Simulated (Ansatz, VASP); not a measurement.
This is a calculation of Pb for Ansatz 0.2.0.

File input.yaml:

```yaml
crystal:
  lattice:
    - [-1.9796595667, 1.9796595667, 1.9796595667]
    - [1.9796595667, -1.9796595667, 1.9796595667]
    - [1.9796595667, 1.9796595667, -1.9796595667]
  atoms:
    - { symbol: Pb, position: [0.0, 0.0, 0.0] }
hamiltonian:
  xc: pbe
  pseudopotentials: { kind: paw }
kpoints:
  mp_grid: { grid: [9, 9, 9] }
scf:
  occupations: { method: gaussian, width: 0.023 }
output:
  forces: true
  stress: true
  eigenvalues: true
```

Potentials or basis: Ansatz PAW.

The run is started by

```sh
$ ansatz run input.yaml --threads 2 --pin off --max-ram 5632MiB --backend cpu --events-out ev --progress --plain --runs-dir out
```

Q: Set up the same calculation for VASP 6.6.1. Potentials there: VASP PAW PBE potentials, release 64 (Pb_d).

A: As run (the cutoff follows the program's own potentials):

Contents of INCAR:

```
SYSTEM = Pb
  ALGO = Normal
  EDIFF = 1E-6
  ENCUT = 520
  GGA = PE
  ISIF = 2
  ISMEAR = 0
  LASPH = .TRUE.
  LCHARG = .FALSE.
  LREAL = .FALSE.
  LWAVE = .FALSE.
  NBANDS = 13
  NELM = 100
  PREC = Accurate
  SIGMA = 0.023
```

Contents of KPOINTS:

```
k-points
0
G
  9 9 9
  0 0 0
```

POSCAR

```
Pb
1.0
   -1.9796595667      1.9796595667      1.9796595667
    1.9796595667     -1.9796595667      1.9796595667
    1.9796595667      1.9796595667     -1.9796595667
Pb
1
Direct
    0.0000000000      0.0000000000      0.0000000000
```

Potentials or basis: VASP PAW PBE potentials, release 64 (Pb_d).

Run with:

```sh
$ cat potpaw_PBE.64/Pb_d/POTCAR > POTCAR
$ mpirun -np 1 vasp_std > vasp.out
```

Both were run:

|  | VASP | Ansatz | Ansatz less VASP |
| --- | --- | --- | --- |
| gap on the k mesh at the Fermi level (eV) | none | none | - |
| pressure (GPa) | 0.6 | 0.7 | +0.05 |

A gap of «none» marks a metal or a gap that the smearing closes. The functional is the same, so the differences come from potentials, cutoffs and numerics.

Neither program's run includes spin-orbit coupling.
